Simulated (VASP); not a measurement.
# Mg3Sb2 (P-3m1) in VASP: notebook

Mg3Sb2 is run at these levels: PBE; tasks: single point, relaxation of cell and atoms.

Everything below comes from runs of VASP 6.6.1. Logs are shortened: lines on timing, memory, paths and dates and some standing lists are left out, and cuts for length are marked.

### Step 1. The cell of the first run

It takes space group P-3m1 (No. 164, trigonal). The conventional cell has a = 4.595 Å, b = 4.595 Å, c = 7.273 Å, α = 90.00°, β = 90.00°, γ = 120.00°. Within 3.8 Å of Mg (site symmetry 3m) lie 4 Sb at 2.85 to 2.96 Å and 6 Mg at 3.28 to 3.77 Å. Mg (site symmetry -3m) has 6 Sb at 3.12 Å and 6 Mg at 3.77 Å within 4.1 Å. Within 3.8 Å of Sb (site symmetry 3m) lie 7 Mg at 2.85 to 3.12 Å.

### Step 2. Single point, PBE

Contents of INCAR:

```
PREC = Accurate
ENCUT = 520
EDIFF = 1E-7
ISMEAR = 0
SIGMA = 0.01
LREAL = False
LASPH = True
NELM = 100
ALGO = Normal
ISIF = 2
LWAVE = False
LCHARG = False
GGA = PE
NBANDS = 16
```

Contents of KPOINTS:

```
Automatic mesh
0
Gamma
  9 9 6
```

Contents of POSCAR:

```
Mg3Sb2
1.0
    4.5952433795      0.0000000000      0.0000000000
   -2.2976216898      3.9795975032      0.0000000000
    0.0000000000      0.0000000000      7.2730418868
Mg Sb
3 2
Direct
    0.3333333333      0.6666666667      0.6322157793
    0.6666666667      0.3333333333      0.3677842207
    0.0000000000      0.0000000000      0.0000000000
    0.3333333333      0.6666666667      0.2257195762
    0.6666666667      0.3333333333      0.7742804238
```

Potentials or basis: VASP PAW PBE potentials, release 64 (Mg, Sb).

On the command line:

```
> cat potpaw_PBE.64/Mg/POTCAR potpaw_PBE.64/Sb/POTCAR > POTCAR
> mpirun -np 1 vasp_std > vasp.out
```

OUTCAR:

```text
PREC = Accurate
   ENCUT = 520
   EDIFF = 1E-7
   ISMEAR = 0
   LREAL = False
   LASPH = True
   NELM = 100
   ISIF = 2
   GGA = PE

 ion  position               nearest neighbor table
   1  0.333  0.667  0.632-   5 2.85   5 2.85   5 2.85   4 2.96   2 3.28   2 3.28   2 3.28
   2  0.667  0.333  0.368-   4 2.85   4 2.85   4 2.85   5 2.96   1 3.28   1 3.28   1 3.28
   3  0.000  0.000  0.000-   4 3.12   5 3.12   5 3.12   4 3.12   5 3.12   4 3.12
   4  0.333  0.667  0.226-   2 2.85   2 2.85   2 2.85   1 2.96   3 3.12   3 3.12   3 3.12
   5  0.667  0.333  0.774-   1 2.85   1 2.85   1 2.85   2 2.96   3 3.12   3 3.12   3 3.12

  LATTYP: Found a hexagonal cell.
 ALAT       =     4.5952433795
 C/A-ratio  =     1.5827326838

  Lattice vectors:

 A1 = (   4.5952433795,   0.0000000000,   0.0000000000)
 A2 = (  -2.2976216898,   3.9795975032,   0.0000000000)
 A3 = (   0.0000000000,   0.0000000000,   7.2730418868)

Analysis of symmetry for initial positions (statically):
=====================================================================
 Subroutine PRICEL returns:
 Original cell was already a primitive cell.

 Routine SETGRP: Setting up the symmetry group for a
 hexagonal supercell.

 Subroutine GETGRP returns: Found 12 space group operations
 (whereof 12 operations were pure point group operations)
 out of a pool of 24 trial point group operations.

The static configuration has the point symmetry D_3d.

Analysis of symmetry for dynamics (positions and initial velocities):
=====================================================================
 Subroutine PRICEL returns:
 Original cell was already a primitive cell.

 Routine SETGRP: Setting up the symmetry group for a
 hexagonal supercell.

 Subroutine GETGRP returns: Found 12 space group operations
 (whereof 12 operations were pure point group operations)
 out of a pool of 24 trial point group operations.

The dynamic configuration has the point symmetry D_3d.

 Subroutine INISYM returns: Found 12 space group operations
 (whereof 12 operations are pure point group operations),
 and found     1 'primitive' translations

----------------------------------------------------------------------------------------

                                     Primitive cell

  volume of cell :     133.0037

  direct lattice vectors                    reciprocal lattice vectors
     4.595243380  0.000000000  0.000000000     0.217616330  0.125640847  0.000000000
    -2.297621690  3.979597503  0.000000000     0.000000000  0.251281693  0.000000000
     0.000000000  0.000000000  7.273041887     0.000000000  0.000000000  0.137494052

  length of vectors
     4.595243380  4.595243380  7.273041887     0.251281693  0.251281693  0.137494052

  position of ions in fractional coordinates (direct lattice)
     0.333333333  0.666666667  0.632215779
     0.666666667  0.333333333  0.367784221
     0.000000000  0.000000000  0.000000000
     0.333333333  0.666666667  0.225719576
     0.666666667  0.333333333  0.774280424

  ion indices of the primitive-cell ions
   primitive index   ion index
                 1           1
                 2           2
                 3           3
                 4           4
                 5           5

----------------------------------------------------------------------------------------

 KPOINTS: Automatic mesh

Automatic generation of k-mesh.
 Grid dimensions read from file:
 generate k-points for:    9    9    6

 Generating k-lattice:

  Cartesian coordinates                     Fractional coordinates (reciprocal lattice)
     0.024179592  0.013960094  0.000000000     0.111111111  0.000000000  0.000000000
     0.000000000  0.027920188  0.000000000     0.000000000  0.111111111  0.000000000
     0.000000000  0.000000000  0.022915675     0.000000000  0.000000000  0.166666667

  Length of vectors
     0.027920188  0.027920188  0.022915675

  Shift w.r.t. Gamma in fractional coordinates (k-lattice)
     0.000000000  0.000000000  0.000000000

 Subroutine IBZKPT returns following result:
 ===========================================

 Found     62 irreducible k-points:

 Following reciprocal coordinates:
            Coordinates               Weight
  0.000000  0.000000  0.000000      1.000000
  0.111111  0.000000  0.000000      6.000000
  0.222222  0.000000  0.000000      6.000000
  0.333333  0.000000  0.000000      6.000000
  0.444444  0.000000  0.000000      6.000000
  0.111111  0.111111  0.000000      6.000000
[... 16 lines left out ...]
  0.222222  0.111111  0.166667     12.000000
 -0.111111  0.333333  0.166667     12.000000
 [... further k-points ...]
   k-points           NKPTS =     62   k-points in BZ     NKDIM =     62   number of bands    NBANDS=     16
   number of dos      NEDOS =    301   number of ions     NIONS =      5
   total plane-waves  NPLWV =  69984
   dimension x,y,z NGX =    36 NGY =   36 NGZ =   54
   dimension x,y,z NGXF=    72 NGYF=   72 NGZF=  108
   ions per type =               3   2
   NGX,Y,Z   is equivalent  to a cutoff of  13.02, 13.02, 12.34 a.u.
   NGXF,Y,Z  is equivalent  to a cutoff of  26.05, 26.05, 24.69 a.u.
 SYSTEM =  unknown system
   PREC   = accura    normal or accurate (medium, high low for compatibility)
   ISTART =      0    job   : 0-new  1-cont  2-samecut
   ICHARG =      2    charge: 1-file 2-atom 10-const
   ISPIN  =      1    spin polarized calculation?
   LNONCOLLINEAR =      F non collinear calculations
   LSORBIT =      F    spin-orbit coupling
   LASPH  =      T    aspherical Exc in radial PAW
   ENCUT  =  520.0 eV  38.22 Ry    6.18 a.u.   8.54  8.54 13.52*2*pi/ulx,y,z
   NELM   =    100;   NELMIN=  2; NELMDL= -5     # of ELM steps
   EDIFF  = 0.1E-06   stopping-criterion for ELM
   LREAL  =      F    real-space projection
   EDIFFG = 0.1E-05   stopping-criterion for IOM
   NSW    =      0    number of steps for IOM
   IBRION =     -1    ionic relax: 0-MD 1-quasi-New 2-CG
   NFREE  =      0    steps in history (QN), initial steepest desc. (CG)
   ISIF   =      2    stress and relaxation
   ISYM   =      2    0-nonsym 1-usesym 2-fastsym
   POTIM  = 0.5000    time-step for ionic-motion
   TEBEG  =    0.0;   TEEND  =   0.0 temperature during run
   PSTRESS=    0.0 pullay stress
   NELECT =      16.0000    total number of electrons
   NUPDOWN=      -1.0000    fix difference up-down
   EMIN   =  10.00;   EMAX   =-10.00  energy-range for DOS
   EFERMI =   0.00;   METHOD = LEGACY
   ISMEAR =     0;   SIGMA  =   0.01  broadening in eV -4-tet -1-fermi 0-gaus
   EFERMI_NEDOS =   21; number of points for ismear=-14 and -15
   IALGO  =     38    algorithm
   IMIX   =      4    mixing-type and parameters
     AMIX     =   0.40;   BMIX     =  1.00
     AMIX_MAG =   1.60;   BMIX_MAG =  1.00
  volume/ion in A,a.u.               =      26.60       179.51
  Fermi-wavevector in a.u.,A,eV,Ry     =   0.808153  1.527188  8.886118  0.653111
  Thomas-Fermi vector in A             =   1.916905
   LORBIT       =      0    0 simple, 1 ext, 2 COOP (PROOUT), +10 PAW based schemes
   GGA     = PE    functional components
   LHFCALC =     F    Hartree Fock is set to
   AEXX    =    0.0000 exact exchange contribution
   IVDW    =     0    specifies the selected vdW correction
   LEPSILON=     F    determine dielectric tensor
   LRPA    =     F    only Hartree local field effects (RPA)
 non-spin polarized calculation
 Gauss-broadening in eV      SIGMA  =   0.01
  energy-cutoff  :      520.00
  volume of cell :      133.00
 maximum number of plane-waves:      3609
 NGX is ok and might be reduce to    36
   NGX = 17   NGY = 17   NGZ = 27

 number of electron      16.0000000 magnetization

 Free energy of the ion-electron system (eV)
  ---------------------------------------------------
  ext. energy  EPLUGINS =         0.00000000
  ---------------------------------------------------
  free energy    TOTEN  =       -14.64707657 eV

  energy without entropy =      -14.64707657  energy(sigma->0) =      -14.64707657

 E-fermi :   4.3967     XC(G=0):  -8.7367

 val. band max:        4.3523550113   @ k =   0.0000   0.0000   0.0000
 cond. band min:       4.4441962206   @ k =   0.0000   0.4444   0.3333
 fundamental gap:      0.0918412093
 Fermi energy:         4.3966867821

 k-point     1 :       0.0000    0.0000    0.0000
  band No.  band energies     occupation
      1      -5.8836      2.00000
      2      -4.6660      2.00000
      3      -0.5160      2.00000
      4       3.2705      2.00000
      5       3.2705      2.00000
      6       3.9623      2.00000
[... 8 lines left out ...]
     15       8.3918      0.00000
     16       9.3065      0.00000

 k-point     2 :       0.1111    0.0000    0.0000
  band No.  band energies     occupation
      1      -5.8001      2.00000
      2      -4.6173      2.00000
      3      -0.4105      2.00000
      4       2.4961      2.00000
      5       3.0339      2.00000
      6       3.2079      2.00000
[... 8 lines left out ...]
     15       8.4260      0.00000
     16       8.6376      0.00000

 k-point     3 :       0.2222    0.0000    0.0000
  band No.  band energies     occupation
      1      -5.5617      2.00000
      2      -4.4959      2.00000
      3      -0.1018      2.00000
      4       1.3041      2.00000
      5       2.1443      2.00000
      6       2.6235      2.00000
[... 8 lines left out ...]
     15       8.6910      0.00000
     16       9.1678      0.00000

 k-point     4 :       0.3333    0.0000    0.0000
  band No.  band energies     occupation
      1      -5.2136      2.00000
      2      -4.3823      2.00000
      3       0.2396      2.00000
      4       0.4973      2.00000
      5       1.2443      2.00000
      6       2.2871      2.00000
[... 8 lines left out ...]
     15       9.7359      0.00000
     16       9.8554      0.00000

 k-point     5 :       0.4444    0.0000    0.0000
  band No.  band energies     occupation
      1      -4.8772      2.00000
      2      -4.3812      2.00000
      3      -0.2063      2.00000
      4       0.6994      2.00000
      5       1.0029      2.00000
      6       2.1058      2.00000
[... 8 lines left out ...]
     15      10.3034      0.00000
     16      10.7429      0.00000

 k-point     6 :       0.1111    0.1111    0.0000
  band No.  band energies     occupation
      1      -5.6389      2.00000
      2      -4.5318      2.00000
      3      -0.2029      2.00000
      4       1.7871      2.00000
      5       2.0639      2.00000
      6       2.9913      2.00000
[... 8 lines left out ...]
     15       8.7435      0.00000
     16       8.7684      0.00000
[... 267 lines left out ...]
 k-point    21 :       0.0000    0.4444    0.1667
  band No.  band energies     occupation
      1      -4.8474      2.00000
      2      -4.4082      2.00000
      3      -0.3543      2.00000
      4       0.4847      2.00000
      5       1.3782      2.00000
      6       2.1695      2.00000
[... 8 lines left out ...]
     15      10.9681      0.00000
     16      11.0134      0.00000

 k-point    22 :       0.1111    0.1111    0.1667
  band No.  band energies     occupation
      1      -5.5853      2.00000
      2      -4.6335      2.00000
      3      -0.0107      2.00000
      4       1.8850      2.00000
      5       1.9958      2.00000
      6       2.8533      2.00000
[... 8 lines left out ...]
     15       8.5672      0.00000
     16       9.0217      0.00000

 k-point    23 :       0.2222    0.1111    0.1667
  band No.  band energies     occupation
      1      -5.2939      2.00000
      2      -4.4916      2.00000
      3       0.2608      2.00000
      4       0.9052      2.00000
      5       1.3453      2.00000
      6       2.2559      2.00000
[... 8 lines left out ...]
     15       9.3128      0.00000
     16       9.6412      0.00000

 k-point    24 :      -0.1111    0.3333    0.1667
  band No.  band energies     occupation
      1      -5.2955      2.00000
      2      -4.4880      2.00000
      3       0.1468      2.00000
      4       1.0866      2.00000
      5       1.3532      2.00000
      6       2.2432      2.00000
[... 8 lines left out ...]
     15       9.3465      0.00000
     16       9.9174      0.00000

 [... further k-points ...]

------------------------ aborting loop because EDIFF is reached ----------------------------------------

  FORCE on cell =-STRESS in cart. coord.  units (eV):
  Direction    XX          YY          ZZ          XY          YZ          ZX
  --------------------------------------------------------------------------------------
  -------------------------------------------------------------------------------------
  Total        0.0351958      0.0351958      0.0341777     -0.0000000      0.0000000      0.0000000
  in kB        0.4239721      0.4239721      0.4117088     -0.0000000      0.0000000      0.0000000
  external PRESSURE =       0.4198843 kB  Pullay stress =       0.0000000 kB

 VOLUME and BASIS-vectors are now :
 -----------------------------------------------------------------------------
  energy-cutoff  :      520.00
  volume of cell :      133.00
      direct lattice vectors                 reciprocal lattice vectors
     4.595243380  0.000000000  0.000000000     0.217616330  0.125640847  0.000000000
    -2.297621690  3.979597503  0.000000000     0.000000000  0.251281693  0.000000000
     0.000000000  0.000000000  7.273041887     0.000000000  0.000000000  0.137494052

 POSITION                                       TOTAL-FORCE (eV/Angst)
 -----------------------------------------------------------------------------------
     -0.00000      2.65307      4.59813         0.000000      0.000000     -0.005282
      2.29762      1.32653      2.67491        -0.000000     -0.000000      0.005282
      0.00000      0.00000      0.00000        -0.000000      0.000000      0.000000
     -0.00000      2.65307      1.64167         0.000000     -0.000000     -0.013610
      2.29762      1.32653      5.63137        -0.000000      0.000000      0.013610
 -----------------------------------------------------------------------------------
    total drift:                               -0.000000     -0.000000     -0.000000

  FREE ENERGIE OF THE ION-ELECTRON SYSTEM (eV)
  ---------------------------------------------------
  free  energy   TOTEN  =       -14.6470765678 eV

  energy  without entropy=      -14.6470765678  energy(sigma->0) =      -14.64707657
```

Wall time 1.9 min (1 thread of Intel Xeon Platinum 8259CL at 2.50GHz (Skylake/Cascade Lake), shared host); peak memory 0.31 GiB.

What came out:

```yaml
Free_energy: -14.6471 eV
Pressure: 0.0 GPa
Largest_force: 0.014 eV/Å
Band_gap_on_the_k_mesh: 0.09 eV, indirect (least direct gap 1.01 eV)
```

Forces in eV/Å, atoms in the order of the input:
```
Mg   0.000  0.000 -0.005
Mg   0.000  0.000  0.005
Mg   0.000  0.000  0.000
Sb   0.000  0.000 -0.014
Sb   0.000  0.000  0.014
```

Caveat: spin-orbit coupling is left out, which moves the levels of the heavy elements. A k mesh can miss the band edges.

[end of part 1 of 2]
